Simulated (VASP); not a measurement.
Write the native input for VASP 6.6.1 that does the following.

```yaml
Task: single point
Functional: r2SCAN
Potentials_or_basis: VASP PAW PBE potentials, release 64 (Sb)
Cutoff: 520 eV
k_mesh: 9 × 9 × 5
Occupations: fermi-dirac, width 0.05 eV
Spin: no spin polarisation
Dipole_correction: no
Further_INCAR_settings: ALGO = Normal; EDIFF = 1e-07; NBANDS = 12
```

Crystal: Sb.

```
Sb
1.0
     3.30920    0.00000    0.00000
    -1.65460    2.86585    0.00000
     0.00000    0.00000    5.39623
Sb
2
Cartesian
  1.6546 0.9553 4.0472
  0.0000 1.9106 1.3491
```

This isn't the form of Sb at room conditions, which is rhombohedral.

The input as run:

POSCAR

```
Sb
1.0
    3.3091953418      0.0000000000      0.0000000000
   -1.6545976709      2.8658472321      0.0000000000
    0.0000000000      0.0000000000      5.3962304974
Sb
2
Direct
    0.6666666667      0.3333333333      0.7500000000
    0.3333333333      0.6666666667      0.2500000000
```

INCAR.step1

```
PREC     = Accurate       # precision mode
ENCUT    = 520            # plane-wave cutoff, eV
ISMEAR   = -1             # smearing method
SIGMA    = 0.05           # smearing width, eV
LREAL    = False          # projectors in reciprocal space
LASPH    = True           # aspherical terms in the spheres
NELM     = 60             # most SCF steps
NBANDS   = 12             # bands
GGA      = PE             # functional
ALGO     = Normal         # electronic algorithm
EDIFF    = 1E-4           # SCF threshold, eV
LWAVE    = True           # write WAVECAR
LCHARG   = False          # write CHGCAR
```

INCAR.step2

```
PREC     = Accurate       # precision mode
ENCUT    = 520            # plane-wave cutoff, eV
EDIFF    = 1E-7           # SCF threshold, eV
ISMEAR   = -1             # smearing method
SIGMA    = 0.05           # smearing width, eV
LREAL    = False          # projectors in reciprocal space
LASPH    = True           # aspherical terms in the spheres
NELM     = 60             # most SCF steps
ALGO     = Normal         # electronic algorithm
ISIF     = 2              # what is computed and relaxed
LWAVE    = False          # write WAVECAR
LCHARG   = False          # write CHGCAR
METAGGA  = R2SCAN         # meta-GGA
LMIXTAU  = True         
NBANDS   = 12             # bands
ISTART   = 1
```

KPOINTS

```
regular mesh
0
Gamma
  9 9 5
```

Potentials or basis: VASP PAW PBE potentials, release 64 (Sb).

The run is started by

```bash
$ cat potpaw_PBE.64/Sb/POTCAR > POTCAR
$ cp INCAR.step1 INCAR
$ mpirun -np 1 vasp_std > vasp.out
$ cp INCAR.step2 INCAR
$ mpirun -np 1 vasp_std > vasp.out
```

Results of the run:

```json
{
 "Pressure": "3.5 GPa",
 "Band gap on the k mesh": "zero (bands 5 and 6 overlap by 7.72 eV)"
}
```

Caveat: the cell stands under pressure; the PAW data sets were made with another functional, which shifts forces and pressure a little; spin-orbit coupling is left out, which moves the levels of the heavy elements.

Run time: 2.2 min on 1 thread of Intel Xeon 8259CL (shared host), peak memory 0.18 GiB.
